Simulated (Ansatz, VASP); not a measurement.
SnO2 in VASP and in Ansatz

The input POSCAR:

```
SnO2
1.0
    4.7602164773      0.0000000000      0.0000000000
    0.0000000000      4.7602164773      0.0000000000
    0.0000000000      0.0000000000      3.2005650988
Sn O
2 4
Direct
    0.0000000000      0.0000000000      0.0000000000
    0.5000000000      0.5000000000      0.5000000000
    0.2316209538      0.2316209538      0.0000000000
    0.1198339570      0.7316209538      0.5000000000
    0.6198339570      0.6198339570      0.0000000000
    0.7316209538      0.1198339570      0.5000000000
```

The input INCAR.step1:

```
PREC = Accurate
ENCUT = 520
ISMEAR = 0
SIGMA = 0.05
LREAL = False
LASPH = True
NELM = 60
NBANDS = 35
GGA = PE
ALGO = Normal
EDIFF = 1E-4
LWAVE = True
LCHARG = False
```

INCAR.step2

```
PREC = Accurate
ENCUT = 520
EDIFF = 1E-6
ISMEAR = 0
SIGMA = 0.05
LREAL = False
LASPH = True
NELM = 60
ALGO = Normal
ISIF = 2
LWAVE = False
LCHARG = True
METAGGA = R2SCAN
LMIXTAU = True
LELF = True
LVHAR = True
NBANDS = 35
ISTART = 1
```

KPOINTS

```
Automatic mesh
0
Gamma
  6 6 8
```

Input for Ansatz:

```yaml
crystal:
  lattice:
    - [4.7602164794, 0.0, 0.0]
    - [0.0, 4.7602164794, 0.0]
    - [0.0, 0.0, 3.2005650981]
  atoms:
    - { symbol: Sn, position: [0.0, 0.0, 0.0] }
    - { symbol: Sn, position: [0.5, 0.5, 0.5] }
    - { symbol: O, position: [0.2316209537, 0.2316209537, 0.0] }
    - { symbol: O, position: [0.1198339571, 0.7316209537, 0.5] }
    - { symbol: O, position: [0.6198339571, 0.6198339571, 0.0] }
    - { symbol: O, position: [0.7316209537, 0.1198339571, 0.5] }
basis:
  ecutwfc: 500
kpoints:
  mp_grid: { grid: [6, 6, 8] }
hamiltonian:
  xc: r2scan
scf:
  occupations: { method: gaussian, width: 0.05 }
output:
  forces: true
  stress: true
  eigenvalues: true
```

Change from the starting cell: all O atoms moved -0.500 Å, as atom 3 towards its neighbour atom 5 (O) at 2.613 Å.

Alike in both runs: task single point; functional r2SCAN; k mesh 6 × 6 × 8; occupations gaussian, width 0.05 eV; no spin polarisation.

|  | VASP | Ansatz |
| --- | --- | --- |
| version | VASP 6.6.1 | Ansatz 0.2.0 |
| potentials or method | VASP PAW PBE potentials, release 64 (Sn_d, O), cutoff 520 eV | scalar-relativistic, plane waves, PAW |
| valence electrons in the cell | 52 | 52 |

```csv
,VASP,Ansatz,Ansatz less VASP
gap on the k mesh at the Fermi level (eV),2.07,2.10,+0.021
least direct gap on the mesh (eV),2.07,2.10,+0.021
rms of the force components (eV/Å),7.687,8.375,+0.6879
```

VASP's potentials were made for PBE, not for r2SCAN. Atom by atom the forces differ by 0.722 eV/Å (rms over components).
